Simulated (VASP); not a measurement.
# Sr2VNiO6 (I4/m) in VASP: a series of runs

Sr2VNiO6 is run at these levels: PBE; tasks: single point.

All numbers are computed with VASP 6.6.1; they aren't measurements. Logs are shortened: lines on timing, memory, paths and dates and some standing lists are left out, and cuts for length are marked.

### Step 1. The cell of the first run

Symmetry: I4/m, No. 87, tetragonal system. Conventional cell: a = 5.544 Å, b = 5.544 Å, c = 7.894 Å, α = 90.00°, β = 90.00°, γ = 90.00°. Within 2.5 Å of O (site symmetry m) lie 1 V at 1.91 Å and 1 Ni at 2.04 Å. O (site symmetry 4) has 1 V at 1.93 Å and 1 Ni at 2.01 Å within 2.6 Å. Within 2.5 Å of V (site symmetry 4/m) lie 6 O at 1.91 to 1.93 Å. Sr (site symmetry -4) has 12 O at 2.62 to 2.96 Å and 4 V at 3.40 Å and 4 Ni at 3.40 Å within 3.5 Å. Ni (site symmetry 4/m) has 6 O at 2.01 to 2.04 Å within 2.7 Å.

### Step 2. Single point, PBE

Input file INCAR:

```
  PREC = Accurate
  ENCUT = 520
  EDIFF = 1E-6
  ISMEAR = -1
  SIGMA = 0.1
  LREAL = F
  LASPH = T
  NELM = 80
  ALGO = Normal
  ISIF = 2
  LWAVE = F
  LCHARG = F
  GGA = PE
  NBANDS = 50
```

Input file KPOINTS:

```
regular mesh
0
Gamma
  5 5 5
```

Input file POSCAR:

```
Sr2VNiO6
1.0
    0.0000000000      5.5436650000      0.0000000000
    5.5436650000      0.0000000000      0.0000000000
    2.7718320000      2.7718320000     -3.9469840000
O V Sr Ni
6 1 2 1
Direct
    0.2270000000      0.2890000000      0.0000000000
    0.2890000000      0.7730000000      0.0000000000
    0.7730000000      0.7110000000      0.0000000000
    0.7110000000      0.2270000000      0.0000000000
    0.2550000000      0.2550000000      0.4900000000
    0.7450000000      0.7450000000      0.5100000000
    0.5000000000      0.5000000000      0.0000000000
    0.7500000000      0.2500000000      0.5000000000
    0.2500000000      0.7500000000      0.5000000000
    0.0000000000      0.0000000000      0.0000000000
```

Potentials or basis: VASP PAW PBE potentials, release 64 (O, V_sv, Sr_sv, Ni).

The run is started by

```
> cat potpaw_PBE.64/O/POTCAR potpaw_PBE.64/V_sv/POTCAR potpaw_PBE.64/Sr_sv/POTCAR potpaw_PBE.64/Ni/POTCAR > POTCAR
> mpirun -np 1 vasp_std > vasp.out
```

OUTCAR:

```text
PREC = Accurate
   ENCUT = 520
   EDIFF = 1E-6
   ISMEAR = -1
   LREAL = F
   LASPH = T
   NELM = 80
   ISIF = 2
   GGA = PE

 ion  position               nearest neighbor table
   1  0.227  0.289  0.000-   7 1.91  10 2.04   9 2.62   8 2.62   8 2.96   9 2.96
   2  0.289  0.773  0.000-   7 1.91  10 2.04   9 2.62   8 2.62   9 2.96   8 2.96
   3  0.773  0.711  0.000-   7 1.91  10 2.04   8 2.62   9 2.62   9 2.96   8 2.96
   4  0.711  0.227  0.000-   7 1.91  10 2.04   8 2.62   9 2.62   8 2.96   9 2.96
   5  0.255  0.255  0.490-   7 1.93  10 2.01   8 2.77   9 2.77   9 2.77   8 2.77
   6  0.745  0.745  0.510-   7 1.93  10 2.01   9 2.77   8 2.77   9 2.77   8 2.77
   7  0.500  0.500  0.000-   1 1.91   2 1.91   3 1.91   4 1.91   5 1.93   6 1.93   8 3.40   9 3.40
                             8 3.40   9 3.40   9 3.40   8 3.40   9 3.40   8 3.40
   8  0.750  0.250  0.500-   4 2.62   3 2.62   1 2.62   2 2.62   5 2.77   6 2.77   5 2.77   6 2.77
                             4 2.96   1 2.96   3 2.96   2 2.96  10 3.40  10 3.40   7 3.40   7 3.40
   9  0.250  0.750  0.500-   2 2.62   1 2.62   3 2.62   4 2.62   5 2.77   6 2.77   5 2.77   6 2.77
                             2 2.96   3 2.96   1 2.96   4 2.96   7 3.40  10 3.40   7 3.40  10 3.40
  10  0.000  0.000  0.000-   6 2.01   5 2.01   2 2.04   3 2.04   4 2.04   1 2.04   9 3.40   8 3.40
                             8 3.40   9 3.40   8 3.40   9 3.40   8 3.40   9 3.40

  LATTYP: Found a body centered tetragonal cell.
 ALAT       =     5.5436650000
 C/A-ratio  =     1.4239619458

  Lattice vectors:

 A1 = (  -2.7718320000,   2.7718330000,   3.9469840000)
 A2 = (   2.7718330000,  -2.7718320000,   3.9469840000)
 A3 = (   2.7718320000,   2.7718320000,  -3.9469840000)

Analysis of symmetry for initial positions (statically):
=====================================================================
 Subroutine PRICEL returns:
 Original cell was already a primitive cell.

 Routine SETGRP: Setting up the symmetry group for a
 body centered tetragonal supercell.

 Subroutine GETGRP returns: Found  8 space group operations
 (whereof  8 operations were pure point group operations)
 out of a pool of 16 trial point group operations.

The static configuration has the point symmetry C_4h.

Analysis of symmetry for dynamics (positions and initial velocities):
=====================================================================
 Subroutine PRICEL returns:
 Original cell was already a primitive cell.

 Routine SETGRP: Setting up the symmetry group for a
 body centered tetragonal supercell.

 Subroutine GETGRP returns: Found  8 space group operations
 (whereof  8 operations were pure point group operations)
 out of a pool of 16 trial point group operations.

The dynamic configuration has the point symmetry C_4h.

 Subroutine INISYM returns: Found  8 space group operations
 (whereof  8 operations are pure point group operations),
 and found     1 'primitive' translations

----------------------------------------------------------------------------------------

                                     Primitive cell

  volume of cell :     121.2996

  direct lattice vectors                    reciprocal lattice vectors
     0.000000000  5.543665000  0.000000000     0.000000000  0.180386080  0.126678981
     5.543665000  0.000000000  0.000000000     0.180386080  0.000000000  0.126678981
     2.771832000  2.771832000 -3.946984000     0.000000000  0.000000000 -0.253358007

  length of vectors
     5.543665000  5.543665000  5.562803966     0.220423915  0.220423915  0.253358007

  position of ions in fractional coordinates (direct lattice)
     0.227000000  0.289000000  0.000000000
     0.289000000  0.773000000  0.000000000
     0.773000000  0.711000000  0.000000000
     0.711000000  0.227000000  0.000000000
     0.255000000  0.255000000  0.490000000
     0.745000000  0.745000000  0.510000000
     0.500000000  0.500000000  0.000000000
     0.750000000  0.250000000  0.500000000
     0.250000000  0.750000000  0.500000000
     0.000000000  0.000000000  0.000000000

  ion indices of the primitive-cell ions
   primitive index   ion index
                 1           1
                 2           2
                 3           3
                 4           4
                 5           5
                 6           6
                 7           7
                 8           8
                 9           9
                10          10

----------------------------------------------------------------------------------------

 KPOINTS: regular mesh

Automatic generation of k-mesh.
 Grid dimensions read from file:
 generate k-points for:    5    5    5

 Generating k-lattice:

  Cartesian coordinates                     Fractional coordinates (reciprocal lattice)
     0.000000000  0.036077216  0.025335796     0.200000000  0.000000000 -0.000000000
     0.036077216  0.000000000  0.025335796     0.000000000  0.200000000 -0.000000000
     0.000000000  0.000000000 -0.050671601     0.000000000  0.000000000  0.200000000

  Length of vectors
     0.044084783  0.044084783  0.050671601

  Shift w.r.t. Gamma in fractional coordinates (k-lattice)
     0.000000000  0.000000000  0.000000000

 Subroutine IBZKPT returns following result:
 ===========================================

 Found     21 irreducible k-points:

 Following reciprocal coordinates:
            Coordinates               Weight
  0.000000  0.000000  0.000000      1.000000
  0.200000  0.000000 -0.000000      8.000000
  0.400000  0.000000 -0.000000      8.000000
  0.200000  0.200000 -0.000000      8.000000
  0.400000  0.200000  0.000000      8.000000
 -0.200000 -0.400000  0.000000      8.000000
[... 13 lines left out ...]
  0.000000  0.000000  0.400000      2.000000
 -0.200000  0.000000  0.400000      4.000000
   k-points           NKPTS =     21   k-points in BZ     NKDIM =     21   number of bands    NBANDS=     50
   number of dos      NEDOS =    301   number of ions     NIONS =     10
   total plane-waves  NPLWV =  74088
   dimension x,y,z NGX =    42 NGY =   42 NGZ =   42
   dimension x,y,z NGXF=    84 NGYF=   84 NGZF=   84
   ions per type =               6   1   2   1
   NGX,Y,Z   is equivalent  to a cutoff of  12.60, 12.60, 12.55 a.u.
   NGXF,Y,Z  is equivalent  to a cutoff of  25.19, 25.19, 25.10 a.u.
 SYSTEM =  unknown system
   PREC   = accura    normal or accurate (medium, high low for compatibility)
   ISTART =      0    job   : 0-new  1-cont  2-samecut
   ICHARG =      2    charge: 1-file 2-atom 10-const
   ISPIN  =      1    spin polarized calculation?
   LNONCOLLINEAR =      F non collinear calculations
   LSORBIT =      F    spin-orbit coupling
   LASPH  =      T    aspherical Exc in radial PAW
   ENCUT  =  520.0 eV  38.22 Ry    6.18 a.u.  10.31 10.31 10.34*2*pi/ulx,y,z
   NELM   =     80;   NELMIN=  2; NELMDL= -5     # of ELM steps
   EDIFF  = 0.1E-05   stopping-criterion for ELM
   LREAL  =      F    real-space projection
   EDIFFG = 0.1E-04   stopping-criterion for IOM
   NSW    =      0    number of steps for IOM
   IBRION =     -1    ionic relax: 0-MD 1-quasi-New 2-CG
   NFREE  =      0    steps in history (QN), initial steepest desc. (CG)
   ISIF   =      2    stress and relaxation
   ISYM   =      2    0-nonsym 1-usesym 2-fastsym
   POTIM  = 0.5000    time-step for ionic-motion
   TEBEG  =    0.0;   TEEND  =   0.0 temperature during run
   PSTRESS=    0.0 pullay stress
   NELECT =      79.0000    total number of electrons
   NUPDOWN=      -1.0000    fix difference up-down
   EMIN   =  10.00;   EMAX   =-10.00  energy-range for DOS
   EFERMI =   0.00;   METHOD = LEGACY
   ISMEAR =    -1;   SIGMA  =   0.10  broadening in eV -4-tet -1-fermi 0-gaus
   EFERMI_NEDOS =   21; number of points for ismear=-14 and -15
   IALGO  =     38    algorithm
   IMIX   =      4    mixing-type and parameters
     AMIX     =   0.40;   BMIX     =  1.00
     AMIX_MAG =   1.60;   BMIX_MAG =  1.00
  volume/ion in A,a.u.               =      12.13        81.86
  Fermi-wavevector in a.u.,A,eV,Ry     =   1.419049  2.681614 27.398056  2.013700
  Thomas-Fermi vector in A             =   2.540110
   LORBIT       =      0    0 simple, 1 ext, 2 COOP (PROOUT), +10 PAW based schemes
   GGA     = PE    functional components
   LHFCALC =     F    Hartree Fock is set to
   AEXX    =    0.0000 exact exchange contribution
   IVDW    =     0    specifies the selected vdW correction
   LEPSILON=     F    determine dielectric tensor
   LRPA    =     F    only Hartree local field effects (RPA)
 non-spin polarized calculation
  energy-cutoff  :      520.00
  volume of cell :      121.30
 maximum number of plane-waves:      3287
 NGX is ok and might be reduce to    42
   NGX = 21   NGY = 21   NGZ = 21

 number of electron      79.0000017 magnetization

 Free energy of the ion-electron system (eV)
  ---------------------------------------------------
  ext. energy  EPLUGINS =         0.00000000
  ---------------------------------------------------
  free energy    TOTEN  =       -69.49221050 eV

  energy without entropy =      -69.36560340  energy(sigma->0) =      -69.42890695

 E-fermi :   3.8335     XC(G=0): -11.1114

 val. band max:        3.8186406362   @ k =  -0.2000   0.0000   0.2000
 cond. band min:       3.8366546705   @ k =   0.4000   0.4000  -0.0000
 fundamental gap:      0.0180140343
 Fermi energy:         3.8334880822

 k-point     1 :       0.0000    0.0000    0.0000
  band No.  band energies     occupation
      1     -61.7110      2.00000
      2     -35.5083      2.00000
      3     -35.5019      2.00000
      4     -35.5019      2.00000
      5     -29.1729      2.00000
      6     -29.1151      2.00000
[... 42 lines left out ...]
     49       9.7533      0.00000
     50      10.5032      0.00000
[... 1058 lines left out ...]
     49      11.5337      0.00000
     50      11.9564      0.00000

------------------------ aborting loop because EDIFF is reached ----------------------------------------

  FORCE on cell =-STRESS in cart. coord.  units (eV):
  Direction    XX          YY          ZZ          XY          YZ          ZX
  --------------------------------------------------------------------------------------
  -------------------------------------------------------------------------------------
  Total       -5.9104728     -5.9104728     -5.4960107      0.0000007     -0.0000007     -0.0000007
  in kB      -78.0680774    -78.0680774    -72.5936832      0.0000092     -0.0000092     -0.0000092
  external PRESSURE =     -76.2432793 kB  Pullay stress =       0.0000000 kB

 VOLUME and BASIS-vectors are now :
 -----------------------------------------------------------------------------
  energy-cutoff  :      520.00
  volume of cell :      121.30
      direct lattice vectors                 reciprocal lattice vectors
     0.000000000  5.543665000  0.000000000     0.000000000  0.180386080  0.126678981
     5.543665000  0.000000000  0.000000000     0.180386080  0.000000000  0.126678981
     2.771832000  2.771832000 -3.946984000     0.000000000  0.000000000 -0.253358007

 POSITION                                       TOTAL-FORCE (eV/Angst)
 -----------------------------------------------------------------------------------
      1.60212      1.25841      0.00000        -0.191333     -0.053912     -0.000000
      4.28525      1.60212      0.00000         0.053912     -0.191333     -0.000000
      3.94155      4.28525      0.00000         0.191333      0.053912     -0.000000
      1.25841      3.94155      0.00000        -0.053912      0.191333     -0.000000
      2.77183      2.77183     -1.93402         0.000000      0.000000      0.002244
      5.54366      5.54366     -2.01296        -0.000000     -0.000000     -0.002244
      2.77183      2.77183      0.00000         0.000000     -0.000000     -0.000000
      2.77183      5.54366     -1.97349         0.000000     -0.000000     -0.000000
      5.54366      2.77183     -1.97349         0.000000     -0.000000      0.000000
      0.00000      0.00000      0.00000         0.000000     -0.000000     -0.000000
 -----------------------------------------------------------------------------------
    total drift:                               -0.000000      0.000000     -0.000000

  FREE ENERGIE OF THE ION-ELECTRON SYSTEM (eV)
  ---------------------------------------------------
  free  energy   TOTEN  =       -69.4922105018 eV

  energy  without entropy=      -69.3656034001  energy(sigma->0) =      -69.42890695
```

It took 4.7 min on 1 thread of AMD EPYC 7R13, shared host; peak memory 0.3 GiB.

Results:

| Property | Result |
| --- | --- |
| Free energy | -69.4922 eV |
| Pressure | -7.6 GPa |
| Largest force | 0.199 eV/Å |
| Band gap on the k mesh | zero (an odd number of electrons rules out a gap without spin polarisation) |

Forces on the atoms (eV/Å):
```
O   -0.191 -0.054  0.000
O    0.054 -0.191  0.000
O    0.191  0.054  0.000
O   -0.054  0.191  0.000
O    0.000  0.000  0.002
O    0.000  0.000 -0.002
V    0.000  0.000  0.000
Sr   0.000  0.000  0.000
Sr   0.000  0.000  0.000
Ni   0.000  0.000  0.000
```

Stress tensor (GPa, compression positive):
```
-7.81  0.00  0.00
 0.00 -7.81  0.00
 0.00  0.00 -7.26
```

Caveat: the cell stands under tension; an odd number of electrons without spin polarisation forces a metal; a magnetic or distorted state may lie lower; the run has no spin polarisation, though such a crystal can be magnetic; semilocal functionals often make such compounds metallic where correlation or magnetic order opens a gap, which also shifts bond lengths. Spin polarisation is off, so any magnetic state and its effect on volume and gap are missing.

(Part 1 of 2 ends here.)

The gap in the log of VASP goes by the Fermi energy; the results here count the filled bands.